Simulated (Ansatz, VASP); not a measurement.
# Two plane-wave programs on AgCl

The input INCAR:

```
PREC = Accurate ; ENCUT = 520
EDIFF = 1E-6 ; ISMEAR = 0
SIGMA = 0.02 ; LREAL = F
LASPH = T ; NELM = 60
ALGO = Normal ; ISIF = 2
LWAVE = F ; LCHARG = F
GGA = PS ; NBANDS = 16
```

KPOINTS

```
Automatic mesh
0
Gamma
  8 8 8
```

Contents of POSCAR:

```
AgCl
1.0
    0.0000000000      2.7996613140      2.7996613140
    2.7996613140      0.0000000000      2.7996613140
    2.7996613140      2.7996613140      0.0000000000
Ag Cl
1 1
Direct
    0.5000000000      0.5000000000      0.5000000000
    0.0000000000      0.0000000000      0.0000000000
```

Input for Ansatz:

```yaml
crystal:
  lattice:
    - [0.0, 2.799661314, 2.799661314]
    - [2.799661314, 0.0, 2.799661314]
    - [2.799661314, 2.799661314, 0.0]
  atoms:
    - { symbol: Ag, position: [0.5, 0.5, 0.5] }
    - { symbol: Cl, position: [0.0, 0.0, 0.0] }
basis:
  ecutwfc: 420
kpoints:
  mp_grid: { grid: [8, 8, 8] }
hamiltonian:
  xc: pbesol
scf:
  occupations: { method: gaussian, width: 0.02 }
output:
  forces: true
  stress: true
  eigenvalues: true
  populations: true
```

Alike in both runs: task single point; functional PBEsol; k mesh 8 × 8 × 8; occupations gaussian, width 0.02 eV; no spin polarisation.

|  | VASP | Ansatz |
| --- | --- | --- |
| version | VASP 6.6.1 | Ansatz 0.2.0 |
| potentials or method | VASP PAW PBE potentials, release 64 (Ag, Cl), cutoff 520 eV | scalar-relativistic, plane waves, PAW |
| valence electrons in the cell | 18 | 26 |

Ansatz gave:

| Item | Value |
| --- | --- |
| gap on the k mesh at the Fermi level (eV) | 0.74 |
| least direct gap on the mesh (eV) | 2.96 |
| pressure (GPa) | -3.7 |

**Question.** Estimate VASP's values.

**Answer.** gap on the k mesh at the Fermi level (eV): 0.74; least direct gap on the mesh (eV): 2.95; pressure (GPa): -3.8.

VASP's potentials were made for PBE, not for PBEsol. The functional is the same, so the differences come from potentials, cutoffs and numerics. VASP's potentials hold 18 valence electrons a cell and Ansatz's 26, so a difference there can come from the potentials and not from the codes.
